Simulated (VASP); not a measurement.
# Ta2P3Au (P-4m2) in VASP: a series of runs, part 2 of 2

VASP 6.6.1. The steps go on from the part before.

## Step 3: Single point, PBE

This run uses another cell than the first one, of 17.61 Å³/atom, 1.095 times its volume.

INCAR

```
PREC     = Accurate       # precision mode
ENCUT    = 520            # plane-wave cutoff, eV
EDIFF    = 1E-6           # SCF threshold, eV
ISMEAR   = 0              # smearing method
SIGMA    = 0.1            # smearing width, eV
LREAL    = F              # projectors in reciprocal space
LASPH    = T              # aspherical terms in the spheres
NELM     = 100            # most SCF steps
ALGO     = Normal         # electronic algorithm
ISIF     = 2              # what is computed and relaxed
LWAVE    = F              # write WAVECAR
LCHARG   = F              # write CHGCAR
GGA      = PE             # functional
NBANDS   = 33             # bands
```

KPOINTS

```
Automatic mesh
0
Gamma
  6 6 2
```

POSCAR

```
Ta2P3Au
1.0
    3.6392316800      0.0000000000      0.0000000000
    0.0000000000      3.6392316800      0.0000000000
    0.0000000000      0.0000000000      7.9758525100
Ta P Au
2 3 1
Direct
    0.0000000000      0.5000000000      0.7340000300
    0.5000000000      0.0000000000      0.2659999700
    0.5000000000      0.5000000000      0.0000000000
    0.0000000000      0.5000000000      0.3820000000
    0.5000000000      0.0000000000      0.6180000000
    0.0000000000      0.0000000000      0.0000000000
```

Potentials or basis: VASP PAW PBE potentials, release 64 (Ta_pv, P, Au).

On the command line:

```bash
$ cat potpaw_PBE.64/Ta_pv/POTCAR potpaw_PBE.64/P/POTCAR potpaw_PBE.64/Au/POTCAR > POTCAR
$ mpirun -np 1 vasp_std > vasp.out
```

OUTCAR:

```text
PREC = Accurate
   ENCUT = 520
   EDIFF = 1E-6
   ISMEAR = 0
   LREAL = F
   LASPH = T
   NELM = 100
   ISIF = 2
   GGA = PE

 ion  position               nearest neighbor table
   1  0.000  0.500  0.734-   5 2.73   5 2.73   5 2.73   5 2.73   6 2.80   3 2.80   6 2.80   3 2.80
                             4 2.81
   2  0.500  0.000  0.266-   4 2.73   4 2.73   4 2.73   4 2.73   3 2.80   6 2.80   6 2.80   3 2.80
                             5 2.81
   3  0.500  0.500  0.000-   6 2.57   6 2.57   6 2.57   6 2.57   2 2.80   1 2.80   1 2.80   2 2.80

   4  0.000  0.500  0.382-   2 2.73   2 2.73   2 2.73   2 2.73   1 2.81
   5  0.500  0.000  0.618-   1 2.73   1 2.73   1 2.73   1 2.73   2 2.81
   6  0.000  0.000  0.000-   3 2.57   3 2.57   3 2.57   3 2.57   2 2.80   2 2.80   1 2.80   1 2.80

  LATTYP: Found a simple tetragonal cell.
 ALAT       =     3.6392316800
 C/A-ratio  =     2.1916308747

  Lattice vectors:

 A1 = (   3.6392316800,   0.0000000000,   0.0000000000)
 A2 = (   0.0000000000,   3.6392316800,   0.0000000000)
 A3 = (   0.0000000000,   0.0000000000,   7.9758525100)

Analysis of symmetry for initial positions (statically):
=====================================================================
 Subroutine PRICEL returns:
 Original cell was already a primitive cell.

 Routine SETGRP: Setting up the symmetry group for a
 simple tetragonal supercell.

 Subroutine GETGRP returns: Found  8 space group operations
 (whereof  8 operations were pure point group operations)
 out of a pool of 16 trial point group operations.

The static configuration has the point symmetry D_2d.

Analysis of symmetry for dynamics (positions and initial velocities):
=====================================================================
 Subroutine PRICEL returns:
 Original cell was already a primitive cell.

 Routine SETGRP: Setting up the symmetry group for a
 simple tetragonal supercell.

 Subroutine GETGRP returns: Found  8 space group operations
 (whereof  8 operations were pure point group operations)
 out of a pool of 16 trial point group operations.

The dynamic configuration has the point symmetry D_2d.

 Subroutine INISYM returns: Found  8 space group operations
 (whereof  8 operations are pure point group operations),
 and found     1 'primitive' translations

----------------------------------------------------------------------------------------

                                     Primitive cell

  volume of cell :     105.6322

  direct lattice vectors                    reciprocal lattice vectors
     3.639231680  0.000000000  0.000000000     0.274783275  0.000000000  0.000000000
     0.000000000  3.639231680  0.000000000     0.000000000  0.274783275  0.000000000
     0.000000000  0.000000000  7.975852510     0.000000000  0.000000000  0.125378447

  length of vectors
     3.639231680  3.639231680  7.975852510     0.274783275  0.274783275  0.125378447

  position of ions in fractional coordinates (direct lattice)
     0.000000000  0.500000000  0.734000030
     0.500000000  0.000000000  0.265999970
     0.500000000  0.500000000  0.000000000
     0.000000000  0.500000000  0.382000000
     0.500000000  0.000000000  0.618000000
     0.000000000  0.000000000  0.000000000

  ion indices of the primitive-cell ions
[... 36 lines left out ...]
  0.000000  0.000000  0.000000      1.000000
  0.166667  0.000000  0.000000      4.000000
  0.333333  0.000000  0.000000      4.000000
  0.500000  0.000000  0.000000      2.000000
  0.166667  0.166667  0.000000      4.000000
  0.333333  0.166667  0.000000      8.000000
[... 12 lines left out ...]
  0.500000  0.333333  0.500000      4.000000
  0.500000  0.500000  0.500000      1.000000
   k-points           NKPTS =     20   k-points in BZ     NKDIM =     20   number of bands    NBANDS=     33
   number of dos      NEDOS =    301   number of ions     NIONS =      6
   total plane-waves  NPLWV =  47040
   dimension x,y,z NGX =    28 NGY =   28 NGZ =   60
   dimension x,y,z NGXF=    56 NGYF=   56 NGZF=  120
   ions per type =               2   3   1
   NGX,Y,Z   is equivalent  to a cutoff of  12.79, 12.79, 12.51 a.u.
   NGXF,Y,Z  is equivalent  to a cutoff of  25.58, 25.58, 25.01 a.u.
 SYSTEM =  unknown system
   PREC   = accura    normal or accurate (medium, high low for compatibility)
   ISTART =      0    job   : 0-new  1-cont  2-samecut
   ICHARG =      2    charge: 1-file 2-atom 10-const
   ISPIN  =      1    spin polarized calculation?
   LNONCOLLINEAR =      F non collinear calculations
   LSORBIT =      F    spin-orbit coupling
   LASPH  =      T    aspherical Exc in radial PAW
   ENCUT  =  520.0 eV  38.22 Ry    6.18 a.u.   6.77  6.77 14.83*2*pi/ulx,y,z
   NELM   =    100;   NELMIN=  2; NELMDL= -5     # of ELM steps
   EDIFF  = 0.1E-05   stopping-criterion for ELM
   LREAL  =      F    real-space projection
   EDIFFG = 0.1E-04   stopping-criterion for IOM
   NSW    =      0    number of steps for IOM
   IBRION =     -1    ionic relax: 0-MD 1-quasi-New 2-CG
   NFREE  =      0    steps in history (QN), initial steepest desc. (CG)
   ISIF   =      2    stress and relaxation
   ISYM   =      2    0-nonsym 1-usesym 2-fastsym
   POTIM  = 0.5000    time-step for ionic-motion
   TEBEG  =    0.0;   TEEND  =   0.0 temperature during run
   PSTRESS=    0.0 pullay stress
   NELECT =      48.0000    total number of electrons
   NUPDOWN=      -1.0000    fix difference up-down
   EMIN   =  10.00;   EMAX   =-10.00  energy-range for DOS
   EFERMI =   0.00;   METHOD = LEGACY
   ISMEAR =     0;   SIGMA  =   0.10  broadening in eV -4-tet -1-fermi 0-gaus
   EFERMI_NEDOS =   21; number of points for ismear=-14 and -15
   IALGO  =     38    algorithm
   IMIX   =      4    mixing-type and parameters
     AMIX     =   0.40;   BMIX     =  1.00
     AMIX_MAG =   1.60;   BMIX_MAG =  1.00
  volume/ion in A,a.u.               =      17.61       118.81
  Fermi-wavevector in a.u.,A,eV,Ry     =   1.258606  2.378420 21.552834  1.584089
  Thomas-Fermi vector in A             =   2.392207
   LORBIT       =      0    0 simple, 1 ext, 2 COOP (PROOUT), +10 PAW based schemes
   GGA     = PE    functional components
   LHFCALC =     F    Hartree Fock is set to
   AEXX    =    0.0000 exact exchange contribution
   IVDW    =     0    specifies the selected vdW correction
   LEPSILON=     F    determine dielectric tensor
   LRPA    =     F    only Hartree local field effects (RPA)
 non-spin polarized calculation
 Gauss-broadening in eV      SIGMA  =   0.10
  energy-cutoff  :      520.00
  volume of cell :      105.63
 maximum number of plane-waves:      2872
 NGX is ok and might be reduce to    28
   NGX = 13   NGY = 13   NGZ = 29

 number of electron      48.0000007 magnetization

 Free energy of the ion-electron system (eV)
  ---------------------------------------------------
  ext. energy  EPLUGINS =         0.00000000
  ---------------------------------------------------
  free energy    TOTEN  =       -45.06045092 eV

  energy without entropy =      -45.04863147  energy(sigma->0) =      -45.05454120

 E-fermi :   7.3694     XC(G=0): -11.5939

 val. band max:        7.3546572788   @ k =   0.1667   0.0000   0.5000
 cond. band min:       7.4056519033   @ k =   0.3333   0.1667   0.0000
 fundamental gap:      0.0509946245
 Fermi energy:         7.3694107745

 k-point     1 :       0.0000    0.0000    0.0000
  band No.  band energies     occupation
      1     -27.8469      2.00000
      2     -27.8469      2.00000
      3     -27.8408      2.00000
      4     -27.8267      2.00000
      5     -27.8060      2.00000
      6     -27.8060      2.00000
[... 709 lines left out ...]
     32      10.3690      0.00000
     33      12.3572      0.00000

------------------------ aborting loop because EDIFF is reached ----------------------------------------

  FORCE on cell =-STRESS in cart. coord.  units (eV):
  Direction    XX          YY          ZZ          XY          YZ          ZX
  --------------------------------------------------------------------------------------
  -------------------------------------------------------------------------------------
  Total       -8.3318233     -8.3318233     -7.4043267      0.0000000     -0.0000000      0.0000000
  in kB     -126.3729462   -126.3729462   -112.3051399      0.0000000     -0.0000000      0.0000000
  external PRESSURE =    -121.6836774 kB  Pullay stress =       0.0000000 kB

 VOLUME and BASIS-vectors are now :
 -----------------------------------------------------------------------------
  energy-cutoff  :      520.00
  volume of cell :      105.63
      direct lattice vectors                 reciprocal lattice vectors
     3.639231680  0.000000000  0.000000000     0.274783275  0.000000000  0.000000000
     0.000000000  3.639231680  0.000000000     0.000000000  0.274783275  0.000000000
     0.000000000  0.000000000  7.975852510     0.000000000  0.000000000  0.125378447

 POSITION                                       TOTAL-FORCE (eV/Angst)
 -----------------------------------------------------------------------------------
      0.00000      1.81962      5.85428        -0.000000      0.000000     -1.578140
      1.81962      0.00000      2.12158        -0.000000     -0.000000      1.578140
      1.81962      1.81962      0.00000        -0.000000     -0.000000      0.000000
      0.00000      1.81962      3.04678         0.000000     -0.000000      0.272893
      1.81962      0.00000      4.92908        -0.000000     -0.000000     -0.272893
      0.00000      0.00000      0.00000         0.000000     -0.000000      0.000000
 -----------------------------------------------------------------------------------
    total drift:                               -0.000000      0.000000     -0.000000

  FREE ENERGIE OF THE ION-ELECTRON SYSTEM (eV)
  ---------------------------------------------------
  free  energy   TOTEN  =       -45.0604509218 eV

  energy  without entropy=      -45.0486314723  energy(sigma->0) =      -45.05454120
```

Wall time 43 s (1 thread of Intel Xeon Platinum 8488C (Sapphire Rapids), shared host); peak memory 0.23 GiB.

What came out:

```
Free energy            : -45.0605 eV
Pressure               : -12.2 GPa
Largest force          : 1.578 eV/Å
Band gap on the k mesh : zero (band 24 reaches 7.59 eV, above the bottom of band 25 at 6.62 eV)
```

Forces on the atoms (eV/Å):
```
Ta   0.000  0.000 -1.578
Ta   0.000  0.000  1.578
P    0.000  0.000  0.000
P    0.000  0.000  0.273
P    0.000  0.000 -0.273
Au   0.000  0.000  0.000
```

Stress tensor (GPa, compression positive):
```
-12.64   0.00   0.00
  0.00 -12.64   0.00
  0.00   0.00 -11.23
```

Caveat: the k points lie up to 0.39 Å⁻¹ apart; spin-orbit coupling is left out, which moves the levels of the heavy elements; forces of over 1 eV/Å act on the atoms, so gaps and moduli don't describe the material at rest.
